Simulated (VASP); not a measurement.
Here is a VASP 6.6.1 calculation.

INCAR

```
SYSTEM = NaCl
PREC     = Accurate       ! precision mode
ENCUT    = 500            ! plane-wave cutoff, eV
EDIFF    = 1E-7           ! SCF threshold, eV
ISMEAR   = -1             ! smearing method
SIGMA    = 0.05           ! smearing width, eV
LREAL    = .FALSE.        ! projectors in reciprocal space
LASPH    = .TRUE.         ! aspherical terms in the spheres
NELM     = 120            ! most SCF steps
ALGO     = Normal         ! electronic algorithm
ISIF     = 3              ! what is computed and relaxed
LWAVE    = .FALSE.        ! write WAVECAR
LCHARG   = .FALSE.        ! write CHGCAR
GGA      = PS             ! functional
IVDW     = 12             ! dispersion correction
IBRION   = 2              ! ionic algorithm
NSW      = 80             ! ionic steps
EDIFFG   = -0.02          ! ionic threshold
GGA_COMPAT= .FALSE.      
NELMIN   = 4
```

KPOINTS

```
regular mesh
0
G
  8 8 8
  0 0 0
```

Contents of POSCAR:

```
NaCl
1.0
    3.5021900000      0.0000000000      0.0000000000
    0.0000000000      3.5021900000      0.0000000000
    0.0000000000      0.0000000000      3.5021900000
Cl Na
1 1
Direct
    0.5000000000      0.5000000000      0.5000000000
    0.0000000000      0.0000000000      0.0000000000
```

Potentials or basis: VASP PAW PBE potentials, release 64 (Cl, Na_pv).

Launch:

```console
$ cat potpaw_PBE.64/Cl/POTCAR potpaw_PBE.64/Na_pv/POTCAR > POTCAR
$ mpirun -np 1 vasp_std > vasp.out
```

Predict the dispersion energy per atom.

-0.223 eV.

Predict the band gap on the k mesh.

4.20 eV, indirect (least direct gap 4.80 eV).

Predict the relaxed cell.

a = 3.380 Å, b = 3.380 Å, c = 3.380 Å, α = 90.00°, β = 90.00°, γ = 90.00°.

Final structure:
```
Cl Na
1.0
     3.38029    0.00000    0.00000
     0.00000    3.38029    0.00000
     0.00000    0.00000    3.38029
Cl Na
1 1
Direct
  0.50000 0.50000 0.50000
  0.00000 0.00000 0.00000
```

 Expect the measured gap to be larger: semilocal functionals such as PBEsol lack the derivative discontinuity.
